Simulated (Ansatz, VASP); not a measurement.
# Si2Mo in VASP and in Ansatz

File INCAR:

```
SYSTEM = Si2Mo
PREC = Accurate ; ENCUT = 520
EDIFF = 1E-7 ; ISMEAR = 0
SIGMA = 0.15 ; LREAL = .FALSE.
LASPH = .TRUE. ; NELM = 100
ALGO = Normal ; ISIF = 2
LWAVE = .FALSE. ; LCHARG = .FALSE.
GGA = PS ; NBANDS = 18
```

Contents of KPOINTS:

```
Automatic mesh
0
G
  18 18 18
  0 0 0
```

File POSCAR:

```
Si2Mo
1.0
   -1.6083621729      1.6083621729      3.9433696103
    1.6083621729     -1.6083621729      3.9433696103
    1.6083621729      1.6083621729     -3.9433696103
Si Mo
2 1
Direct
    0.3350567058      0.3350567058      0.0000000000
    0.6649432942      0.6649432942      0.0000000000
    0.0000000000      0.0000000000      0.0000000000
```

Input for Ansatz:

```yaml
crystal:
  lattice:
    - [-1.6083621729, 1.6083621729, 3.9433696103]
    - [1.6083621729, -1.6083621729, 3.9433696103]
    - [1.6083621729, 1.6083621729, -3.9433696103]
  atoms:
    - { symbol: Si, position: [0.3350567058, 0.3350567058, 0.0] }
    - { symbol: Si, position: [0.6649432942, 0.6649432942, 0.0] }
    - { symbol: Mo, position: [0.0, 0.0, 0.0] }
basis:
  ecutwfc: 420
kpoints:
  mp_grid: { grid: [18, 18, 18] }
hamiltonian:
  xc: pbesol
  pseudopotentials: { kind: paw, azcp: { folder: soft_1 } }
scf:
  occupations: { method: gaussian, width: 0.15 }
output:
  forces: true
  stress: true
  eigenvalues: true
  write_density: true
  write_potential: true
  elf: true
  volumetric_format: npy
```

Change from the starting cell: mode 4 frozen in at +0.000 Å, equal normal strain along x, y and z +0.0083.

Alike in both runs: task single point; functional PBEsol; k mesh 18 × 18 × 18; occupations gaussian, width 0.15 eV; no spin polarisation.

|  | VASP | Ansatz |
| --- | --- | --- |
| version | VASP 6.6.1 | Ansatz 0.2.0 |
| potentials or method | VASP PAW PBE potentials, release 64 (Si, Mo_sv), cutoff 520 eV | scalar-relativistic, plane waves, PAW |
| valence electrons in the cell | 22 | 22 |

Ansatz gave:

* gap on the k mesh at the Fermi level (eV): none
* pressure (GPa): -5.2
* traceless stress, the component that is largest in VASP (GPa): -0.47
* rms of the force components (eV/Å): 0.028

Question: Which values does VASP return?

Answer: gap on the k mesh at the Fermi level (eV): none; pressure (GPa): -4.9; traceless stress, the component that is largest in VASP (GPa): -0.47; rms of the force components (eV/Å): 0.026.

VASP's potentials were made for PBE, not for PBEsol, and Ansatz warns of the same on its side. Atom by atom the forces differ by 0.002 eV/Å (rms over components). A gap of «none» marks a metal or a gap that the smearing closes. With one functional, cell and mesh, what is left measures potentials, basis and numerics.
